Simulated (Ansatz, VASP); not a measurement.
# One calculation of AlGaN2, two programs

```
CELL_PARAMETERS angstrom
3.04665 0.00000 0.00000
0.00000 3.04665 0.00000
0.00000 0.00000 4.29112
ATOMIC_POSITIONS crystal
Al 0.50000 0.50000 0.50000
Ga 0.00000 0.00000 0.00000
N 0.50000 0.00000 0.73826
N 0.00000 0.50000 0.26174
```

Change from the starting cell: strain -0.030 along x and y, -0.030 along z, atoms carried along.

Alike in both runs: task single point; functional LDA; k mesh 8 × 8 × 6; occupations gaussian, width 0.05 eV; no spin polarisation.

|  | VASP | Ansatz |
| --- | --- | --- |
| version | VASP 6.6.1 | Ansatz 0.2.0 |
| potentials or method | VASP PAW LDA potentials, release 64 (Al, Ga_d, N), cutoff 520 eV | scalar-relativistic, plane waves, PAW |
| valence electrons in the cell | 26 | 26 |

|  | VASP | Ansatz | Ansatz less VASP |
| --- | --- | --- | --- |
| gap on the k mesh at the Fermi level (eV) | 3.26 | 3.28 | +0.019 |
| least direct gap on the mesh (eV) | 3.56 | 3.54 | -0.012 |
| pressure (GPa) | 16.8 | 15.6 | -1.18 |
| traceless stress, the component that is largest in VASP (GPa) | -0.32 | -0.34 | -0.011 |
| rms of the force components (eV/Å) | 0.069 | 0.081 | +0.0113 |

LDA's correlation is that of Perdew and Zunger in VASP and of Perdew and Wang (1992) in Ansatz. Atom by atom the forces differ by 0.011 eV/Å (rms over components).
